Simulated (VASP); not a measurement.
# Mg6BiB: single point with PBE

The system is Mg6BiB.

```
CELL_PARAMETERS angstrom
3.80544 0.00000 0.00000
0.00000 4.30133 5.01501
0.00000 -4.30133 5.01501
ATOMIC_POSITIONS crystal
Bi 0.50000 0.38547 0.38547
Mg 0.00000 0.15039 0.15039
Mg 0.00000 0.63332 0.63332
Mg 0.00000 0.71473 0.04947
Mg 0.00000 0.04947 0.71473
Mg 0.50000 0.88649 0.40497
Mg 0.50000 0.40497 0.88649
B 0.50000 0.77516 0.77516
```

```
Program                : VASP 6.6.1
Task                   : single point
Functional             : PBE
Potentials or basis    : VASP PAW PBE potentials, release 64 (Bi_d, Mg, B)
Cutoff                 : 520 eV
k mesh                 : 7 × 4 × 4
Occupations            : fermi-dirac, width 0.05 eV
Spin                   : no spin polarisation
Dipole correction      : no
Further INCAR settings : ALGO = Fast; EDIFF = 1e-06; NBANDS = 25
```

| Quantity | Value |
| --- | --- |
| Pressure | 2.5 GPa |
| Largest force | 0.298 eV/Å |
| Band gap on the k mesh | zero (bands 15 and 16 overlap by 1.54 eV) |

Forces on the atoms (eV/Å):
```
Bi   0.000  0.000 -0.003
Mg   0.000  0.000 -0.024
Mg   0.000  0.000 -0.298
Mg   0.000 -0.134  0.110
Mg   0.000  0.134  0.110
Mg   0.000  0.128 -0.044
Mg   0.000 -0.128 -0.044
B    0.000  0.000  0.192
```

Stress tensor (GPa, compression positive):
```
2.82 0.00 0.00
0.00 2.60 0.00
0.00 0.00 2.12
```

Levels at points of the mesh, in eV from the Fermi level:
```
           k point  band 11  band 12  band 13  band 14  band 15  band 16  band 17  band 18  band 19  band 20
(0.00, 0.00, 0.00)    -3.17    -2.45    -1.21    -0.22     0.14     1.04     2.72     3.62     3.87     4.31
(0.00, 0.50, 0.00)    -3.23    -1.06    -0.38    -0.06     0.42     0.83     1.18     2.60     3.02     4.10
(0.00, 0.50, 0.50)    -1.53    -1.26    -0.05     0.02     0.53     0.87     0.96     1.07     1.89     3.39
```

It took 72 s on 1 thread of Oxide Virtual Turin-like Processor, on a shared host, peak memory 0.28 GiB.

Caveat: spin-orbit coupling is left out, which moves the levels of the heavy elements.
